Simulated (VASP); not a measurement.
A run of VASP 6.6.1 is set up as follows.

File INCAR:

```
PREC = Accurate
ENCUT = 520
EDIFF = 1E-8
ISMEAR = -1
SIGMA = 0.02
LREAL = False
LASPH = True
NELM = 120
ALGO = Normal
ISIF = 2
LWAVE = False
LCHARG = False
GGA = CA
LEFG = True
NBANDS = 16
GGA_COMPAT = False
```

KPOINTS

```
regular mesh
0
Gamma
  12 12 10
```

File POSCAR:

```
TaN
1.0
    2.9379988584     -0.0146899943     -0.0146899943
   -1.4817213374      2.5517266448     -0.0053769111
   -0.0144150000     -0.0144150000      2.8830000000
Ta N
1 1
Direct
    0.3333333333      0.6666666667      0.5000000000
    0.0000000000      0.0000000000      0.0000000000
```

Potentials or basis: VASP PAW LDA potentials, release 64 (Ta_sv_GW, N).

The run is started by

```sh
$ cat potpaw_LDA.64/Ta_sv_GW/POTCAR potpaw_LDA.64/N/POTCAR > POTCAR
$ mpirun -np 1 vasp_std > vasp.out
```

Problem. Predict the largest force.

Solution. 0.018 eV/Å.

Problem. Estimate the pressure.

Solution. -10.7 GPa.

Problem. Estimate the band gap on the k mesh.

Solution. Zero (bands 9 and 10 overlap by 0.32 eV).

Electric field gradients, principal values (V/Å²):
| atom | least | middle | greatest (by size) |
| --- | --- | --- | --- |
| 1 Ta | -2.872 | -46.788 | 49.661 |
| 2 N | 0.919 | 1.399 | -2.318 |

Caveat: the cell differs from its parent crystal (equal xy, yz and zx shear strains of -1 %); the cell stands under tension; without QUAD_EFG the Cq values of the log hold for a quadrupole moment of 1 mb, not for the nuclei; spin-orbit coupling is left out, which moves the levels of the heavy elements.
